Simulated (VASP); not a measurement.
# K (Pm-3m) in VASP: notebook, part 2 of 2

VASP 6.6.1.

### Step 4. Single point, PBEsol

This run uses another cell than the first one, of 75.54 Å³/atom.

Contents of INCAR:

```
PREC = Accurate ; ENCUT = 520
EDIFF = 1E-6 ; ISMEAR = -1
SIGMA = 0.05 ; LREAL = F
LASPH = T ; NELM = 100
ALGO = Normal ; ISIF = 2
LWAVE = F ; LCHARG = F
GGA = PS ; NBANDS = 10
```

Contents of KPOINTS:

```
regular mesh
0
Gamma
  6 6 6
```

Contents of POSCAR:

```
K
1.0
    4.2272701116      0.0000000000      0.0000000000
    0.0000000000      4.2272701116      0.0000000000
    0.0000000000      0.0000000000      4.2272701116
K
1
Direct
    0.0000000000      0.0000000000      0.0000000000
```

Potentials or basis: VASP PAW PBE potentials, release 64 (K_sv).

Launch:

```bash
> cat potpaw_PBE.64/K_sv/POTCAR > POTCAR
> mpirun -np 1 vasp_std > vasp.out
```

OUTCAR:

```text
PREC = Accurate
   ENCUT = 520
   EDIFF = 1E-6
   ISMEAR = -1
   LREAL = F
   LASPH = T
   NELM = 100
   ISIF = 2
   GGA = PS

 ion  position               nearest neighbor table
   1  0.000  0.000  0.000-

  LATTYP: Found a simple cubic cell.
 ALAT       =     4.2272701116

  Lattice vectors:

 A1 = (   4.2272701116,   0.0000000000,   0.0000000000)
 A2 = (   0.0000000000,   4.2272701116,   0.0000000000)
 A3 = (   0.0000000000,   0.0000000000,   4.2272701116)

Analysis of symmetry for initial positions (statically):
=====================================================================
 Subroutine PRICEL returns:
 Original cell was already a primitive cell.

 Routine SETGRP: Setting up the symmetry group for a
 simple cubic supercell.

 Subroutine GETGRP returns: Found 48 space group operations
 (whereof 48 operations were pure point group operations)
 out of a pool of 48 trial point group operations.

The static configuration has the point symmetry O_h .

Analysis of symmetry for dynamics (positions and initial velocities):
=====================================================================
 Subroutine PRICEL returns:
 Original cell was already a primitive cell.

 Routine SETGRP: Setting up the symmetry group for a
 simple cubic supercell.

 Subroutine GETGRP returns: Found 48 space group operations
 (whereof 48 operations were pure point group operations)
 out of a pool of 48 trial point group operations.

The dynamic configuration has the point symmetry O_h .

 Subroutine INISYM returns: Found 48 space group operations
 (whereof 48 operations are pure point group operations),
 and found     1 'primitive' translations

----------------------------------------------------------------------------------------

                                     Primitive cell

  volume of cell :      75.5405

  direct lattice vectors                    reciprocal lattice vectors
     4.227270112  0.000000000  0.000000000     0.236559286  0.000000000  0.000000000
     0.000000000  4.227270112  0.000000000     0.000000000  0.236559286  0.000000000
     0.000000000  0.000000000  4.227270112     0.000000000  0.000000000  0.236559286

  length of vectors
     4.227270112  4.227270112  4.227270112     0.236559286  0.236559286  0.236559286

  position of ions in fractional coordinates (direct lattice)
     0.000000000  0.000000000  0.000000000

  ion indices of the primitive-cell ions
   primitive index   ion index
                 1           1

----------------------------------------------------------------------------------------

 KPOINTS: regular mesh

Automatic generation of k-mesh.
 Grid dimensions read from file:
 generate k-points for:    6    6    6

 Generating k-lattice:

  Cartesian coordinates                     Fractional coordinates (reciprocal lattice)
     0.039426548  0.000000000  0.000000000     0.166666667  0.000000000  0.000000000
     0.000000000  0.039426548  0.000000000     0.000000000  0.166666667  0.000000000
     0.000000000  0.000000000  0.039426548     0.000000000  0.000000000  0.166666667

  Length of vectors
     0.039426548  0.039426548  0.039426548

  Shift w.r.t. Gamma in fractional coordinates (k-lattice)
     0.000000000  0.000000000  0.000000000

 Subroutine IBZKPT returns following result:
 ===========================================

 Found     20 irreducible k-points:

 Following reciprocal coordinates:
            Coordinates               Weight
  0.000000  0.000000  0.000000      1.000000
  0.166667  0.000000  0.000000      6.000000
  0.333333  0.000000  0.000000      6.000000
  0.500000  0.000000  0.000000      3.000000
  0.166667  0.166667  0.000000     12.000000
  0.333333  0.166667  0.000000     24.000000
[... 12 lines left out ...]
  0.500000  0.500000  0.333333      6.000000
  0.500000  0.500000  0.500000      1.000000
   k-points           NKPTS =     20   k-points in BZ     NKDIM =     20   number of bands    NBANDS=     10
   number of dos      NEDOS =    301   number of ions     NIONS =      1
   total plane-waves  NPLWV =  32768
   dimension x,y,z NGX =    32 NGY =   32 NGZ =   32
   dimension x,y,z NGXF=    64 NGYF=   64 NGZF=   64
   ions per type =               1
   NGX,Y,Z   is equivalent  to a cutoff of  12.58, 12.58, 12.58 a.u.
   NGXF,Y,Z  is equivalent  to a cutoff of  25.17, 25.17, 25.17 a.u.
 SYSTEM =  unknown system
   PREC   = accura    normal or accurate (medium, high low for compatibility)
   ISTART =      0    job   : 0-new  1-cont  2-samecut
   ICHARG =      2    charge: 1-file 2-atom 10-const
   ISPIN  =      1    spin polarized calculation?
   LNONCOLLINEAR =      F non collinear calculations
   LSORBIT =      F    spin-orbit coupling
   LASPH  =      T    aspherical Exc in radial PAW
   ENCUT  =  520.0 eV  38.22 Ry    6.18 a.u.   7.86  7.86  7.86*2*pi/ulx,y,z
   NELM   =    100;   NELMIN=  2; NELMDL= -5     # of ELM steps
   EDIFF  = 0.1E-05   stopping-criterion for ELM
   LREAL  =      F    real-space projection
   EDIFFG = 0.1E-04   stopping-criterion for IOM
   NSW    =      0    number of steps for IOM
   IBRION =     -1    ionic relax: 0-MD 1-quasi-New 2-CG
   NFREE  =      0    steps in history (QN), initial steepest desc. (CG)
   ISIF   =      2    stress and relaxation
   ISYM   =      2    0-nonsym 1-usesym 2-fastsym
   POTIM  = 0.5000    time-step for ionic-motion
   TEBEG  =    0.0;   TEEND  =   0.0 temperature during run
   PSTRESS=    0.0 pullay stress
   NELECT =       9.0000    total number of electrons
   NUPDOWN=      -1.0000    fix difference up-down
   EMIN   =  10.00;   EMAX   =-10.00  energy-range for DOS
   EFERMI =   0.00;   METHOD = LEGACY
   ISMEAR =    -1;   SIGMA  =   0.05  broadening in eV -4-tet -1-fermi 0-gaus
   EFERMI_NEDOS =   21; number of points for ismear=-14 and -15
   IALGO  =     38    algorithm
   IMIX   =      4    mixing-type and parameters
     AMIX     =   0.40;   BMIX     =  1.00
     AMIX_MAG =   1.60;   BMIX_MAG =  1.00
  volume/ion in A,a.u.               =      75.54       509.77
  Fermi-wavevector in a.u.,A,eV,Ry     =   0.805556  1.522280  8.829096  0.648920
  Thomas-Fermi vector in A             =   1.913823
   LORBIT       =      0    0 simple, 1 ext, 2 COOP (PROOUT), +10 PAW based schemes
   GGA     = PS    functional components
   LHFCALC =     F    Hartree Fock is set to
   AEXX    =    0.0000 exact exchange contribution
   IVDW    =     0    specifies the selected vdW correction
   LEPSILON=     F    determine dielectric tensor
   LRPA    =     F    only Hartree local field effects (RPA)
 non-spin polarized calculation
  energy-cutoff  :      520.00
  volume of cell :       75.54
 maximum number of plane-waves:      2054
 NGX is ok and might be reduce to    32
   NGX = 15   NGY = 15   NGZ = 15

 number of electron       8.9999997 magnetization

 Free energy of the ion-electron system (eV)
  ---------------------------------------------------
  ext. energy  EPLUGINS =         0.00000000
  ---------------------------------------------------
  free energy    TOTEN  =        -1.02207641 eV

  energy without entropy =       -1.01232698  energy(sigma->0) =       -1.01720170

 E-fermi :  -0.1332     XC(G=0):  -5.6246

 val. band max:       -0.2357649336   @ k =   0.5000   0.0000   0.0000
 cond. band min:      -0.1324251048   @ k =   0.3333   0.3333   0.1667
 fundamental gap:      0.1033398288
 Fermi energy:        -0.1332494094

 k-point     1 :       0.0000    0.0000    0.0000
  band No.  band energies     occupation
      1     -32.3785      2.00000
      2     -15.8740      2.00000
      3     -15.8740      2.00000
      4     -15.8740      2.00000
      5      -2.3258      2.00000
      6       2.6972      0.00000
      7       2.6972      0.00000
      8       6.0913      0.00000
      9       6.0917      0.00000
     10       6.1949      0.00000

 k-point     2 :       0.1667    0.0000    0.0000
  band No.  band energies     occupation
      1     -32.3772      2.00000
      2     -15.9000      2.00000
      3     -15.8719      2.00000
      4     -15.8719      2.00000
      5      -2.0590      2.00000
      6       2.4021      0.00000
      7       2.8265      0.00000
      8       5.3381      0.00000
      9       5.3381      0.00000
     10       5.6986      0.00000
[... 222 lines left out ...]
 k-point    20 :       0.5000    0.5000    0.5000
  band No.  band energies     occupation
      1     -32.3626      2.00000
      2     -15.9512      2.00000
      3     -15.9512      2.00000
      4     -15.9512      2.00000
      5       2.0917      0.00000
      6       2.0917      0.00000
      7       2.0917      0.00000
      8       4.1471      0.00000
      9       4.2835      0.00000
     10       4.2835      0.00000

------------------------ aborting loop because EDIFF is reached ----------------------------------------

  FORCE on cell =-STRESS in cart. coord.  units (eV):
  Direction    XX          YY          ZZ          XY          YZ          ZX
  --------------------------------------------------------------------------------------
  -------------------------------------------------------------------------------------
  Total        0.0010624      0.0010624      0.0010624      0.0000000     -0.0000000      0.0000000
  in kB        0.0225333      0.0225333      0.0225333      0.0000000     -0.0000000      0.0000000
  external PRESSURE =       0.0225333 kB  Pullay stress =       0.0000000 kB

 VOLUME and BASIS-vectors are now :
 -----------------------------------------------------------------------------
  energy-cutoff  :      520.00
  volume of cell :       75.54
      direct lattice vectors                 reciprocal lattice vectors
     4.227270112  0.000000000  0.000000000     0.236559286  0.000000000  0.000000000
     0.000000000  4.227270112  0.000000000     0.000000000  0.236559286  0.000000000
     0.000000000  0.000000000  4.227270112     0.000000000  0.000000000  0.236559286

 POSITION                                       TOTAL-FORCE (eV/Angst)
 -----------------------------------------------------------------------------------
      0.00000      0.00000      0.00000         0.000000      0.000000      0.000000
 -----------------------------------------------------------------------------------
    total drift:                               -0.000000     -0.000000      0.000000

  FREE ENERGIE OF THE ION-ELECTRON SYSTEM (eV)
  ---------------------------------------------------
  free  energy   TOTEN  =        -1.0220764130 eV

  energy  without entropy=       -1.0123269825  energy(sigma->0) =       -1.01720170
```

stdout:

```text
POSCAR found type information on POSCAR K
 POSCAR found :  1 types and       1 ions
 scaLAPACK will be used
 -----------------------------------------------------------------------------
|                                                                             |
|                                                                             |
|     You enforced a specific xc type in the INCAR file but a different       |
|     I HOPE YOU KNOW WHAT YOU ARE DOING!                                     |
|                                                                             |
 -----------------------------------------------------------------------------

 LDA part: xc-table for (Slater+PW92), standard interpolation
 POSCAR, INCAR and KPOINTS ok, starting setup
 FFT: planning ... GRIDC
 FFT: planning ... GRID_SOFT
 FFT: planning ... GRID
 WAVECAR not read
 entering main loop
```

Wall time 15 s (1 thread of Intel Xeon 8259CL, shared host); peak memory 0.17 GiB.

What came out:

- Free energy: -1.0221 eV
- Pressure: 0.0 GPa
- Band gap on the k mesh: zero (an odd number of electrons rules out a gap without spin polarisation)

Caveat: the PAW data sets were made with another functional, which shifts forces and pressure a little.

### Step 5. Single point, PBEsol+D3(BJ)

This run uses another cell than the first one, of 80.09 Å³/atom.

Contents of INCAR:

```
  ALGO = Fast
  EDIFF = 1E-6
  ENCUT = 520
  GGA = PS
  ISIF = 2
  ISMEAR = -1
  IVDW = 12
  LASPH = True
  LCHARG = False
  LREAL = False
  LWAVE = False
  NBANDS = 10
  NELM = 60
  PREC = Accurate
  SIGMA = 0.05
```

Contents of KPOINTS:

```
k-points
0
Gamma
  6 6 6
```

Contents of POSCAR:

```
K
1.0
    4.3104394900      0.0000000000      0.0000000000
    0.0000000000      4.3104394900      0.0000000000
    0.0000000000      0.0000000000      4.3104394900
K
1
Direct
    0.0000000000      0.0000000000      0.0000000000
```

Potentials or basis: VASP PAW PBE potentials, release 64 (K_sv).

Launch:

```bash
> cat potpaw_PBE.64/K_sv/POTCAR > POTCAR
> mpirun -np 1 vasp_std > vasp.out
```

OUTCAR:

```text
EDIFF = 1E-6
   ENCUT = 520
   GGA = PS
   ISIF = 2
   ISMEAR = -1
   IVDW = 12
   LASPH = True
   LREAL = False
   NELM = 60
   PREC = Accurate
 IVDW          = 12

 ion  position               nearest neighbor table
   1  0.000  0.000  0.000-

  LATTYP: Found a simple cubic cell.
 ALAT       =     4.3104394900

  Lattice vectors:

 A1 = (   4.3104394900,   0.0000000000,   0.0000000000)
 A2 = (   0.0000000000,   4.3104394900,   0.0000000000)
 A3 = (   0.0000000000,   0.0000000000,   4.3104394900)

Analysis of symmetry for initial positions (statically):
=====================================================================
 Subroutine PRICEL returns:
 Original cell was already a primitive cell.

 Routine SETGRP: Setting up the symmetry group for a
 simple cubic supercell.

 Subroutine GETGRP returns: Found 48 space group operations
 (whereof 48 operations were pure point group operations)
 out of a pool of 48 trial point group operations.

The static configuration has the point symmetry O_h .

Analysis of symmetry for dynamics (positions and initial velocities):
[... 159 lines left out ...]
 k-point     1 :       0.0000    0.0000    0.0000
  band No.  band energies     occupation
      1     -32.5222      2.00000
      2     -16.0237      2.00000
      3     -16.0237      2.00000
      4     -16.0237      2.00000
      5      -2.3650      2.00000
      6       2.5707      0.00000
      7       2.5707      0.00000
      8       5.9233      0.00000
      9       5.9824      0.00000
     10       5.9946      0.00000
[... 235 lines left out ...]
 k-point    20 :       0.5000    0.5000    0.5000
  band No.  band energies     occupation
      1     -32.5099      2.00000
      2     -16.0879      2.00000
      3     -16.0879      2.00000
      4     -16.0879      2.00000
      5       1.9806      0.00000
      6       1.9806      0.00000
      7       1.9806      0.00000
      8       3.9387      0.00000
      9       3.9387      0.00000
     10       3.9412      0.00000

------------------------ aborting loop because EDIFF is reached ----------------------------------------

 Edisp (eV)   -0.11526

 E8    (eV) :    -0.0866

  FORCE on cell =-STRESS in cart. coord.  units (eV):
  Direction    XX          YY          ZZ          XY          YZ          ZX
  --------------------------------------------------------------------------------------
  -------------------------------------------------------------------------------------
  Total      -0.19459    -0.19459    -0.19459    -0.00000     0.00000    -0.00000
  in kB      -3.89289    -3.89289    -3.89289    -0.00000     0.00000    -0.00000
  external pressure =       -3.89 kB  Pullay stress =        0.00 kB

 VOLUME and BASIS-vectors are now :
 -----------------------------------------------------------------------------
  energy-cutoff  :      520.00
  volume of cell :       80.09
      direct lattice vectors                 reciprocal lattice vectors
     4.310439490  0.000000000  0.000000000     0.231994905  0.000000000  0.000000000
     0.000000000  4.310439490  0.000000000     0.000000000  0.231994905  0.000000000
     0.000000000  0.000000000  4.310439490     0.000000000  0.000000000  0.231994905

 POSITION                                       TOTAL-FORCE (eV/Angst)
 -----------------------------------------------------------------------------------
      0.00000      0.00000      0.00000         0.000000      0.000000      0.000000
 -----------------------------------------------------------------------------------
    total drift:                               -0.000000     -0.000000      0.000000

  FREE ENERGIE OF THE ION-ELECTRON SYSTEM (eV)
  ---------------------------------------------------
  free  energy   TOTEN  =        -1.1354782170 eV

  energy  without entropy=       -1.1255021403  energy(sigma->0) =       -1.13049018
```

OSZICAR:

```text
N       E                     dE             d eps       ncg     rms          rms(c)
DAV:   1     0.463350955468E+02    0.46335E+02   -0.34658E+03   400   0.673E+02
DAV:   2     0.520195540914E+00   -0.45815E+02   -0.45269E+02   430   0.188E+02
DAV:   3    -0.955201282612E+00   -0.14754E+01   -0.14726E+01   616   0.281E+01
DAV:   4    -0.102358021725E+01   -0.68379E-01   -0.68001E-01   560   0.452E+00
DAV:   5    -0.102446749613E+01   -0.88728E-03   -0.88722E-03   574   0.527E-01    0.168E+00
RMM:   6    -0.102156026419E+01    0.29072E-02   -0.27706E-03   539   0.376E-01    0.113E+00
RMM:   7    -0.102014114836E+01    0.14191E-02   -0.66887E-03   541   0.498E-01    0.991E-02
RMM:   8    -0.102018098767E+01   -0.39839E-04   -0.11881E-03   583   0.309E-01    0.451E-02
RMM:   9    -0.102021323480E+01   -0.32247E-04   -0.21269E-04   610   0.990E-02    0.249E-02
RMM:  10    -0.102021247816E+01    0.75664E-06   -0.85599E-05   622   0.609E-02    0.915E-03
RMM:  11    -0.102021453733E+01   -0.20592E-05   -0.16803E-05   612   0.211E-02    0.843E-03
RMM:  12    -0.102021560751E+01   -0.10702E-05   -0.58135E-06   531   0.120E-02    0.320E-03
RMM:  13    -0.102021619346E+01   -0.58594E-06   -0.26613E-06   453   0.783E-03
   1 F= -.11354782E+01 E0= -.11304902E+01  d E =-.997608E-02
```

Wall time 16 s (1 thread of Intel Xeon 8259CL, shared host); peak memory 0.17 GiB.

What came out:

* Free energy: -1.1355 eV
* Pressure: -0.4 GPa
* Band gap on the k mesh: zero (an odd number of electrons rules out a gap without spin polarisation)
* Dispersion energy per atom: -0.115 eV

Levels at points of the mesh, in eV from the Fermi level:
```csv
k point,band 1,band 2,band 3,band 4,band 5,band 6,band 7,band 8,band 9
"(0.00, 0.00, 0.00)",-32.27,-15.77,-15.77,-15.77,-2.11,2.82,2.82,6.18,6.24
"(0.50, 0.00, 0.00)",-32.26,-15.85,-15.76,-15.76,-0.11,0.12,3.43,4.59,4.59
"(0.50, 0.50, 0.00)",-32.26,-15.84,-15.84,-15.76,1.09,2.00,2.08,2.08,5.02
"(0.50, 0.50, 0.50)",-32.26,-15.83,-15.83,-15.83,2.23,2.23,2.23,4.19,4.19
```

Caveat: three body term missing; the PAW data sets were made with another functional, which shifts forces and pressure a little.

### Step 6. Summary

| level | cell | gap on the mesh (eV) | pressure (GPa) |
| --- | --- | --- | --- |
| PBEsol+D3(BJ) | a = 4.116 Å, 1 atom | none | 0.0 |
| PBEsol+D4 | a = 4.194 Å, 1 atom | none | 0.0 |
| PBEsol | a = 4.227 Å, 1 atom | none | 0.0 |
| PBEsol+D3(BJ) | a = 4.310 Å, 1 atom | none | -0.4 |

Alike in all rows: task single point; potentials or basis VASP PAW PBE potentials, release 64 (K_sv); no spin polarisation; k mesh 6 × 6 × 6; cutoff (eV) 520; smearing fermi-dirac 0.05 eV.

Caveats: the PAW data sets were made with another functional, which shifts forces and pressure a little; three body term missing (at least some runs).

Total energies depend on the potentials used, so only differences within one code and one set of settings carry meaning.
